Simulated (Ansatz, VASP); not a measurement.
# One calculation of C, two programs

INCAR

```
ALGO = Normal ; EDIFF = 1E-6
ENCUT = 520 ; GGA = CA
ISIF = 2 ; ISMEAR = 0
LASPH = T ; LCHARG = F
LREAL = F ; LWAVE = F
NBANDS = 11 ; NELM = 60
PREC = Accurate ; SIGMA = 0.05
```

The input KPOINTS:

```
k-points
0
Gamma
  12 12 12
```

POSCAR

```
C
1.0
    0.0000000000      1.7368276510      1.9127682920
    1.7368276510      0.0000000000      1.9127682920
    1.7368276510      1.7368276510      0.0000000000
C
2
Direct
    0.5000000000      0.5000000000      0.5000000000
    0.7500000000      0.7500000000      0.7500000000
```

Input for Ansatz:

```yaml
crystal:
  lattice:
    - [0.0, 1.736827651, 1.912768292]
    - [1.736827651, 0.0, 1.912768292]
    - [1.736827651, 1.736827651, 0.0]
  atoms:
    - { symbol: C, position: [0.5, 0.5, 0.5] }
    - { symbol: C, position: [0.75, 0.75, 0.75] }
basis:
  ecutwfc: 520.0
kpoints:
  mp_grid: { grid: [12, 12, 12] }
hamiltonian:
  xc: lda
  pseudopotentials: { kind: paw, azcp: { folder: soft_1 } }
scf:
  occupations: { method: gaussian, width: 0.05 }
output:
  forces: true
  stress: true
  eigenvalues: true
```

Alike in both runs: task single point; functional LDA; k mesh 12 × 12 × 12; occupations gaussian, width 0.05 eV; no spin polarisation.

|  | VASP | Ansatz |
| --- | --- | --- |
| version | VASP 6.6.1 | Ansatz 0.2.0 |
| potentials or method | VASP PAW LDA potentials, release 64 (C), cutoff 520 eV | scalar-relativistic, plane waves, PAW |
| valence electrons in the cell | 8 | 8 |

```tsv
	VASP	Ansatz	Ansatz less VASP
gap on the k mesh at the Fermi level (eV)	2.89	2.90	+0.008
least direct gap on the mesh (eV)	4.66	4.66	-0.001
pressure (GPa)	-18.4	-19.8	-1.43
traceless stress, the component that is largest in VASP (GPa)	-63.91	-63.98	-0.073
```

Ansatz warns that its potentials were made for another functional, while VASP's fit it. LDA's correlation is that of Perdew and Zunger in VASP and of Perdew and Wang (1992) in Ansatz.
